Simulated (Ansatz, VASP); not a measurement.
**TiC: VASP beside Ansatz**

Contents of INCAR:

```
PREC = Accurate
ENCUT = 600
EDIFF = 1E-7
ISMEAR = 0
SIGMA = 0.1
LREAL = False
LASPH = True
NELM = 60
ALGO = Normal
ISIF = 3
LWAVE = False
LCHARG = False
GGA = CA
IBRION = 2
NSW = 100
EDIFFG = -0.005
```

File KPOINTS:

```
regular mesh
0
Gamma
  16 16 16
```

Contents of POSCAR:

```
TiC
1.0
    0.0000000000      2.1305394208      2.1305394208
    2.1305394208      0.0000000000      2.1305394208
    2.1305394208      2.1305394208      0.0000000000
Ti C
1 1
Direct
    0.0000000000      0.0000000000      0.0000000000
    0.5000000000      0.5000000000      0.5000000000
```

Input for Ansatz:

```yaml
crystal:
  lattice:
    - [0.0, 2.1305394208, 2.1305394208]
    - [2.1305394208, 0.0, 2.1305394208]
    - [2.1305394208, 2.1305394208, 0.0]
  atoms:
    - { symbol: Ti, position: [0.0, 0.0, 0.0] }
    - { symbol: C, position: [0.5, 0.5, 0.5] }
basis:
  ecutwfc: 420
kpoints:
  mp_grid: { grid: [16, 16, 16] }
hamiltonian:
  xc: lda
scf:
  occupations: { method: gaussian, width: 0.1 }
output:
  forces: true
  stress: true
  eigenvalues: true
  write_density: true
  write_potential: true
  elf: true
  volumetric_format: npy
relax:
  adjacent_minimum: "off"
  f_tol: 0.005
  max_steps: 80
  cell: { stress_tol: 0.05 }
```

Alike in both runs: task relaxation of cell and atoms; functional LDA; k mesh 16 × 16 × 16; occupations gaussian, width 0.1 eV; no spin polarisation.

|  | VASP | Ansatz |
| --- | --- | --- |
| version | VASP 6.6.1 | Ansatz 0.2.0 |
| potentials or method | VASP PAW LDA potentials, release 64 (Ti_sv, C), cutoff 600 eV | scalar-relativistic, plane waves, PAW |
| valence electrons in the cell | 16 | 16 |

|  | VASP | Ansatz | Ansatz less VASP |
| --- | --- | --- | --- |
| gap on the k mesh at the Fermi level, each at its own relaxed structure (eV) | none | none | - |
| relaxed volume (Å³/atom) | 9.69 | 9.67 | -0.020 |
| relaxed cell length with the largest relative difference (Å) | 3.015 | 3.013 | -0.0021 |

LDA's correlation is that of Perdew and Zunger in VASP and of Perdew and Wang (1992) in Ansatz. A gap of «none» marks a metal or a gap that the smearing closes.
